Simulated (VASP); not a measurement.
# Sb in VASP: density of states with PBE

Aim: the density of states of Sb with PBE.

All numbers are computed with VASP 6.6.1; they aren't measurements. Logs are shortened: lines on timing, memory, paths and dates and some standing lists are left out, and cuts for length are marked.

## 1. The cell of the first run

The typed cell holds 1 atom: a = 3.109 Å, b = 3.109 Å, c = 3.110 Å, α = 90.00°, β = 90.00°, γ = 90.00°.

## 2. Density of states, PBE

Input file POSCAR:

```
Sb
1.0
    3.1094520315      0.0000000000      0.0000000000
    0.0000000000      3.1094520315      0.0000000000
    0.0000000000      0.0000000000      3.1096784082
Sb
1
Direct
    0.0000000000      0.0000000000      0.0000000000
```

Input file INCAR.step1:

```
SYSTEM = Sb
ALGO     = Normal         ! electronic algorithm
EDIFF    = 1E-6           ! SCF threshold, eV
ENCUT    = 520            ! plane-wave cutoff, eV
GGA      = PE             ! functional
ISIF     = 2              ! what is computed and relaxed
ISMEAR   = 0              ! smearing method
LASPH    = .True.         ! aspherical terms in the spheres
LCHARG   = .True.         ! write CHGCAR
LREAL    = .False.        ! projectors in reciprocal space
LWAVE    = .False.        ! write WAVECAR
NBANDS   = 8              ! bands
NELM     = 80             ! most SCF steps
PREC     = Accurate       ! precision mode
SIGMA    = 0.1            ! smearing width, eV
```

Input file KPOINTS.step1:

```
k-points
0
Gamma
  18 18 18
  0 0 0
```

Input file INCAR.step2:

```
SYSTEM = Sb
ALGO     = Normal         ! electronic algorithm
EDIFF    = 1E-6           ! SCF threshold, eV
ENCUT    = 520            ! plane-wave cutoff, eV
GGA      = PE             ! functional
ICHARG   = 11             ! starting density
ISIF     = 2              ! what is computed and relaxed
ISMEAR   = -5             ! smearing method
LASPH    = .True.         ! aspherical terms in the spheres
LCHARG   = .False.        ! write CHGCAR
LORBIT   = 10             ! projections on sites
LREAL    = .False.        ! projectors in reciprocal space
LWAVE    = .False.        ! write WAVECAR
NBANDS   = 8              ! bands
NEDOS    = 1001           ! points of the DOS
NELM     = 80             ! most SCF steps
PREC     = Accurate       ! precision mode
SIGMA    = 0.1            ! smearing width, eV
```

Input file KPOINTS.step2:

```
k-points
0
Gamma
  27 27 27
  0 0 0
```

Potentials or basis: VASP PAW PBE potentials, release 64 (Sb).

Started as:

```console
> cat potpaw_PBE.64/Sb/POTCAR > POTCAR
> cp INCAR.step1 INCAR
> cp KPOINTS.step1 KPOINTS
> mpirun -np 1 vasp_std > vasp.out
> cp INCAR.step2 INCAR
> cp KPOINTS.step2 KPOINTS
> mpirun -np 1 vasp_std > vasp.out
```

OUTCAR:

```text
SYSTEM = Sb
   EDIFF = 1E-6
   ENCUT = 520
   GGA = PE
   ICHARG = 11
   ISIF = 2
   ISMEAR = -5
   LASPH = .True.
   LORBIT = 10
   LREAL = .False.
   NELM = 80
   PREC = Accurate

 ion  position               nearest neighbor table
   1  0.000  0.000  0.000-

  LATTYP: Found a simple tetragonal cell.
 ALAT       =     3.1094520315
 C/A-ratio  =     1.0000728028

  Lattice vectors:

 A1 = (   3.1094520315,   0.0000000000,   0.0000000000)
 A2 = (   0.0000000000,   3.1094520315,   0.0000000000)
 A3 = (   0.0000000000,   0.0000000000,   3.1096784082)

Analysis of symmetry for initial positions (statically):
=====================================================================
 Subroutine PRICEL returns:
 Original cell was already a primitive cell.

 Routine SETGRP: Setting up the symmetry group for a
 simple tetragonal supercell.

 Subroutine GETGRP returns: Found 16 space group operations
 (whereof 16 operations were pure point group operations)
 out of a pool of 16 trial point group operations.

The static configuration has the point symmetry D_4h.

Analysis of symmetry for dynamics (positions and initial velocities):
=====================================================================
 Subroutine PRICEL returns:
 Original cell was already a primitive cell.

 Routine SETGRP: Setting up the symmetry group for a
 simple tetragonal supercell.

 Subroutine GETGRP returns: Found 16 space group operations
 (whereof 16 operations were pure point group operations)
 out of a pool of 16 trial point group operations.

The dynamic configuration has the point symmetry D_4h.

 Subroutine INISYM returns: Found 16 space group operations
 (whereof 16 operations are pure point group operations),
 and found     1 'primitive' translations

----------------------------------------------------------------------------------------

                                     Primitive cell

  volume of cell :      30.0665

  direct lattice vectors                    reciprocal lattice vectors
     3.109452032  0.000000000  0.000000000     0.321600073  0.000000000  0.000000000
     0.000000000  3.109452032  0.000000000     0.000000000  0.321600073  0.000000000
     0.000000000  0.000000000  3.109678408     0.000000000  0.000000000  0.321576661

  length of vectors
     3.109452032  3.109452032  3.109678408     0.321600073  0.321600073  0.321576661

  position of ions in fractional coordinates (direct lattice)
     0.000000000  0.000000000  0.000000000

  ion indices of the primitive-cell ions
   primitive index   ion index
                 1           1

----------------------------------------------------------------------------------------

 KPOINTS: k-points

Automatic generation of k-mesh.
 Grid dimensions read from file:
 generate k-points for:   27   27   27

 Generating k-lattice:

  Cartesian coordinates                     Fractional coordinates (reciprocal lattice)
     0.011911114  0.000000000  0.000000000     0.037037037  0.000000000  0.000000000
     0.000000000  0.011911114  0.000000000     0.000000000  0.037037037  0.000000000
     0.000000000  0.000000000  0.011910247     0.000000000  0.000000000  0.037037037

  Length of vectors
     0.011911114  0.011911114  0.011910247

  Shift w.r.t. Gamma in fractional coordinates (k-lattice)
     0.000000000  0.000000000  0.000000000

 TETIRR: Found  29470 inequivalent tetrahedra from   118098

 Subroutine IBZKPT returns following result:
 ===========================================

 Found   1470 irreducible k-points:

 Following reciprocal coordinates:
            Coordinates               Weight
  0.000000  0.000000  0.000000      1.000000
  0.037037  0.000000  0.000000      4.000000
  0.074074  0.000000  0.000000      4.000000
  0.111111  0.000000  0.000000      4.000000
  0.148148  0.000000  0.000000      4.000000
  0.185185  0.000000  0.000000      4.000000
[... 16 lines left out ...]
  0.333333  0.037037  0.000000      8.000000
  0.370370  0.037037  0.000000      8.000000
 [... further k-points ...]
   k-points           NKPTS =   1470   k-points in BZ     NKDIM =   1470   number of bands    NBANDS=      8
   number of dos      NEDOS =   1001   number of ions     NIONS =      1
   total plane-waves  NPLWV =  13824
   dimension x,y,z NGX =    24 NGY =   24 NGZ =   24
   dimension x,y,z NGXF=    48 NGYF=   48 NGZF=   48
   ions per type =               1
   NGX,Y,Z   is equivalent  to a cutoff of  12.83, 12.83, 12.83 a.u.
   NGXF,Y,Z  is equivalent  to a cutoff of  25.66, 25.66, 25.66 a.u.
 SYSTEM =  Sb
   PREC   = accura    normal or accurate (medium, high low for compatibility)
   ISTART =      0    job   : 0-new  1-cont  2-samecut
   ICHARG =     11    charge: 1-file 2-atom 10-const
   ISPIN  =      1    spin polarized calculation?
   LNONCOLLINEAR =      F non collinear calculations
   LSORBIT =      F    spin-orbit coupling
   LASPH  =      T    aspherical Exc in radial PAW
   ENCUT  =  520.0 eV  38.22 Ry    6.18 a.u.   5.78  5.78  5.78*2*pi/ulx,y,z
   NELM   =     80;   NELMIN=  2; NELMDL=  0     # of ELM steps
   EDIFF  = 0.1E-05   stopping-criterion for ELM
   LREAL  =      F    real-space projection
   EDIFFG = 0.1E-04   stopping-criterion for IOM
   NSW    =      0    number of steps for IOM
   IBRION =     -1    ionic relax: 0-MD 1-quasi-New 2-CG
   NFREE  =      0    steps in history (QN), initial steepest desc. (CG)
   ISIF   =      2    stress and relaxation
   ISYM   =      2    0-nonsym 1-usesym 2-fastsym
   POTIM  = 0.5000    time-step for ionic-motion
   TEBEG  =    0.0;   TEEND  =   0.0 temperature during run
   PSTRESS=    0.0 pullay stress
   NELECT =       5.0000    total number of electrons
   NUPDOWN=      -1.0000    fix difference up-down
   EMIN   =  10.00;   EMAX   =-10.00  energy-range for DOS
   EFERMI =   0.00;   METHOD = LEGACY
   ISMEAR =    -5;   SIGMA  =   0.10  broadening in eV -4-tet -1-fermi 0-gaus
   EFERMI_NEDOS =   21; number of points for ismear=-14 and -15
   IALGO  =     38    algorithm
   IMIX   =      4    mixing-type and parameters
     AMIX     =   0.40;   BMIX     =  1.00
     AMIX_MAG =   1.60;   BMIX_MAG =  1.00
  volume/ion in A,a.u.               =      30.07       202.90
  Fermi-wavevector in a.u.,A,eV,Ry     =   0.900265  1.701254 11.027213  0.810477
  Thomas-Fermi vector in A             =   2.023201
   LORBIT       =     10    0 simple, 1 ext, 2 COOP (PROOUT), +10 PAW based schemes
   GGA     = PE    functional components
   LHFCALC =     F    Hartree Fock is set to
   AEXX    =    0.0000 exact exchange contribution
   IVDW    =     0    specifies the selected vdW correction
   LEPSILON=     F    determine dielectric tensor
   LRPA    =     F    only Hartree local field effects (RPA)
 non-spin polarized calculation
 Fermi weights with tetrahedron method with Bloechl corrections
  energy-cutoff  :      520.00
  volume of cell :       30.07
 maximum number of plane-waves:       840
 NGX is ok and might be reduce to    24

 number of electron       4.9999999 magnetization

 Free energy of the ion-electron system (eV)
  ---------------------------------------------------
  ext. energy  EPLUGINS =         0.00000000
  ---------------------------------------------------
  free energy    TOTEN  =        -4.09233442 eV

  energy without entropy =       -4.09233442  energy(sigma->0) =       -4.09233442

 E-fermi :   7.0304     XC(G=0):  -9.5904

 val. band max:        7.0765510151   @ k =   0.3704   0.2593   0.2593
 cond. band min:       6.9339048722   @ k =   0.2963   0.2963   0.2963
 fundamental gap:     -0.1426461429
 Fermi energy:         7.0303723035

 k-point     1 :       0.0000    0.0000    0.0000
  band No.  band energies     occupation
      1      -5.2893      2.00000
      2      10.2822      0.00000
      3      10.2843      0.00000
      4      10.2843      0.00000
      5      13.9473      0.00000
      6      13.9482      0.00000
      7      15.2511      0.00000
      8      24.6283      0.00000

 k-point     2 :       0.0370    0.0000    0.0000
  band No.  band energies     occupation
      1      -5.2696      2.00000
      2       9.9897      0.00000
      3      10.3018      0.00000
      4      10.3038      0.00000
      5      13.9633      0.00000
      6      14.1655      0.00000
      7      15.3722      0.00000
      8      24.4044      0.00000

 k-point     3 :       0.0741    0.0000    0.0000
  band No.  band energies     occupation
      1      -5.2104      2.00000
      2       9.2911      0.00000
      3      10.3599      0.00000
      4      10.3620      0.00000
      5      14.0104      0.00000
      6      14.5366      0.00000
      7      15.8304      0.00000
      8      23.8954      0.00000

 k-point     4 :       0.1111    0.0000    0.0000
  band No.  band energies     occupation
      1      -5.1123      2.00000
      2       8.4290      0.00000
      3      10.4556      0.00000
      4      10.4576      0.00000
      5      14.0887      0.00000
      6      14.7881      0.00000
      7      16.6565      0.00000
      8      23.2933      0.00000

 k-point     5 :       0.1481    0.0000    0.0000
  band No.  band energies     occupation
      1      -4.9761      2.00000
      2       7.5179      0.03412
      3      10.5867      0.00000
      4      10.5888      0.00000
      5      14.1977      0.00000
      6      14.9753      0.00000
      7      17.6753      0.00000
      8      22.6576      0.00000
[... 177 lines left out ...]
 k-point    22 :       0.2963    0.0370    0.0000
  band No.  band energies     occupation
      1      -4.0719      2.00000
      2       4.0950      2.00000
      3      11.0995      0.00000
      4      11.4037      0.00000
      5      15.0777      0.00000
      6      16.0082      0.00000
      7      19.5949      0.00000
      8      20.2268      0.00000

 k-point    23 :       0.3333    0.0370    0.0000
  band No.  band energies     occupation
      1      -3.7896      2.00000
      2       3.3649      2.00000
      3      11.3359      0.00000
      4      11.6354      0.00000
      5      15.3184      0.00000
      6      16.2794      0.00000
      7      19.0731      0.00000
      8      19.7073      0.00000

 k-point    24 :       0.3704    0.0370    0.0000
  band No.  band energies     occupation
      1      -3.5035      2.00000
      2       2.7173      2.00000
      3      11.5634      0.00000
      4      11.8566      0.00000
      5      15.5696      0.00000
      6      16.5620      0.00000
      7      18.6246      0.00000
      8      19.2536      0.00000

 [... further k-points ...]
[... 5 lines left out ...]
  --------------------------------------------------------------------------------------
  -------------------------------------------------------------------------------------
  Total       -0.0298057     -0.0298057     -0.0305253      0.0000000     -0.0000000      0.0000000
  in kB       -1.5882764     -1.5882764     -1.6266254      0.0000000     -0.0000000      0.0000000
  external PRESSURE =      -1.6010594 kB  Pullay stress =       0.0000000 kB

 VOLUME and BASIS-vectors are now :
 -----------------------------------------------------------------------------
  energy-cutoff  :      520.00
  volume of cell :       30.07
      direct lattice vectors                 reciprocal lattice vectors
     3.109452032  0.000000000  0.000000000     0.321600073  0.000000000  0.000000000
     0.000000000  3.109452032  0.000000000     0.000000000  0.321600073  0.000000000
     0.000000000  0.000000000  3.109678408     0.000000000  0.000000000  0.321576661

 POSITION                                       TOTAL-FORCE (eV/Angst)
 -----------------------------------------------------------------------------------
      0.00000      0.00000      0.00000         0.000000      0.000000      0.000000
 -----------------------------------------------------------------------------------
    total drift:                                0.000000      0.000000     -0.000000

  FREE ENERGIE OF THE ION-ELECTRON SYSTEM (eV)
  ---------------------------------------------------
  free  energy   TOTEN  =        -4.0923344237 eV

  energy  without entropy=       -4.0923344237  energy(sigma->0) =       -4.09233442

 total charge

# of ion       s       p       d       tot
------------------------------------------
    1        1.213   1.116   0.035   2.365
```

Run time: 99 s. Hardware: 1 thread of AMD EPYC 9R45 (Zen 5), shared host; peak memory 0.44 GiB.

What came out:

* Valence electrons inside the program's atomic spheres: Sb 2.37

Caveat: spin-orbit coupling is left out, which moves the levels of the heavy elements; tetrahedron occupations give inexact forces and stress in metals.
